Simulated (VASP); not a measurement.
Here is a VASP 6.6.1 calculation.

INCAR

```
SYSTEM = FeSi
ALGO     = Normal         ! electronic algorithm
EDIFF    = 1E-6           ! SCF threshold, eV
ENCUT    = 520            ! plane-wave cutoff, eV
GGA      = PE             ! functional
ISIF     = 2              ! what is computed and relaxed
ISMEAR   = 0              ! smearing method
LASPH    = .True.         ! aspherical terms in the spheres
LCHARG   = .False.        ! write CHGCAR
LREAL    = .False.        ! projectors in reciprocal space
LWAVE    = .False.        ! write WAVECAR
NBANDS   = 34             ! bands
NELM     = 100            ! most SCF steps
PREC     = Accurate       ! precision mode
SIGMA    = 0.01           ! smearing width, eV
```

Contents of KPOINTS:

```
k-points
0
Gamma
  8 8 8
  0 0 0
```

File POSCAR:

```
FeSi
1.0
    4.4920770379      0.0000000000      0.0000000000
    0.0000000000      4.4920770379      0.0000000000
    0.0000000000      0.0000000000      4.4920770379
Fe Si
4 4
Direct
    0.1345045920      0.1345045920      0.1345045920
    0.3654954080      0.8654954080      0.6345045920
    0.6345045920      0.3654954080      0.8654954080
    0.8654954080      0.6345045920      0.3654954080
    0.8400460645      0.8400460645      0.8400460645
    0.6599539355      0.1599539355      0.3400460645
    0.3400460645      0.6599539355      0.1599539355
    0.1599539355      0.3400460645      0.6599539355
```

Potentials or basis: VASP PAW PBE potentials, release 64 (Fe, Si).

The run is started by

```console
$ cat potpaw_PBE.64/Fe/POTCAR potpaw_PBE.64/Si/POTCAR > POTCAR
$ mpirun -np 1 vasp_std > vasp.out
```

**Question.** What does it give for the largest force?

**Answer.** 0.033 eV/Å.

**Question.** Predict the band gap on the k mesh.

**Answer.** 0.16 eV, indirect (least direct gap 0.17 eV).

**Question.** Predict the pressure.

**Answer.** -5.8 GPa.

Forces in eV/Å, atoms in the order of the input:
```
Fe   0.019  0.019  0.019
Fe  -0.019 -0.019  0.019
Fe   0.019 -0.019 -0.019
Fe  -0.019  0.019 -0.019
Si   0.003  0.003  0.003
Si  -0.003 -0.003  0.003
Si   0.003 -0.003 -0.003
Si  -0.003  0.003 -0.003
```

 Spin polarisation is off, so any magnetic state and its effect on volume and gap are missing.
